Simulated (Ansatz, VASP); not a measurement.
## NaCl: VASP beside Ansatz

Contents of POSCAR:

```
NaCl
1.0
   -0.0350337351      2.8026988093      2.8026988093
    2.8026988093     -0.0350337351      2.8026988093
    2.7676650742      2.7676650742      0.0000000000
Na Cl
1 1
Direct
    0.0000000000      0.0000000000      0.0000000000
    0.5000000000      0.5000000000      0.5000000000
```

File INCAR.step1:

```
SYSTEM = NaCl
ALGO = Normal ; EDIFF = 1E-4
ENCUT = 520 ; GGA = PE
ISMEAR = 0 ; LASPH = .True.
LCHARG = .False. ; LREAL = .False.
LWAVE = .True. ; NBANDS = 14
NELM = 60 ; PREC = Accurate
SIGMA = 0.01
```

INCAR.step2

```
SYSTEM = NaCl
ALGO = Normal ; EDIFF = 1E-6
ENCUT = 520 ; ISIF = 2
ISMEAR = 0 ; ISTART = 1
LASPH = .True. ; LCHARG = .True.
LELF = .True. ; LMIXTAU = .True.
LREAL = .False. ; LVHAR = .True.
LWAVE = .False. ; METAGGA = R2SCAN
NBANDS = 14 ; NELM = 60
PREC = Accurate ; SIGMA = 0.01
```

Contents of KPOINTS:

```
k-points
0
Gamma
  8 8 8
  0 0 0
```

Input for Ansatz:

```yaml
crystal:
  lattice:
    - [-0.0350337351, 2.8026988093, 2.8026988093]
    - [2.8026988093, -0.0350337351, 2.8026988093]
    - [2.7676650742, 2.7676650742, 0.0]
  atoms:
    - { symbol: Na, position: [0.0, 0.0, 0.0] }
    - { symbol: Cl, position: [0.5, 0.5, 0.5] }
kpoints:
  mp_grid: { grid: [8, 8, 8] }
  band_path:
    path:
      - [0.0, 0.0, 0.0]
      - [0.5, 0.0, 0.5]
      - [0.625, 0.25, 0.625]
      - [0.375, 0.375, 0.75]
      - [0.5, 0.5, 0.5]
      - [0.5, 0.25, 0.75]
    npoints: 1
hamiltonian:
  xc: r2scan
scf:
  occupations: { method: fixed }
  n_extra_bands: 4
output:
  forces: true
  stress: true
  eigenvalues: true
```

Change from the starting cell: shear_xy strain -2.5%.

Alike in both runs: task single point; functional r2SCAN; k mesh 8 × 8 × 8; no spin polarisation.

|  | VASP | Ansatz |
| --- | --- | --- |
| version | VASP 6.6.1 | Ansatz 0.2.0 |
| potentials or method | VASP PAW PBE potentials, release 64 (Na_pv, Cl) | plane waves, PAW |
| plane-wave cutoff (eV) | 520 | 500 |
| occupations | gaussian, width 0.01 eV | fixed |
| valence electrons in the cell | 14 | 16 |

Ansatz gave:

| Quantity | Value |
| --- | --- |
| gap on the k mesh at the Fermi level (eV) | 5.92 |
| pressure (GPa) | 0.0 |
| traceless stress, the component that is largest in VASP (GPa) | 0.34 |

**Question.** Estimate VASP's values.

**Answer.** gap on the k mesh at the Fermi level (eV): 5.95; pressure (GPa): -0.1; traceless stress, the component that is largest in VASP (GPa): 0.40.

VASP's potentials were made for PBE, not for r2SCAN. VASP's potentials hold 14 valence electrons a cell and Ansatz's 16, so a difference there can come from the potentials and not from the codes.
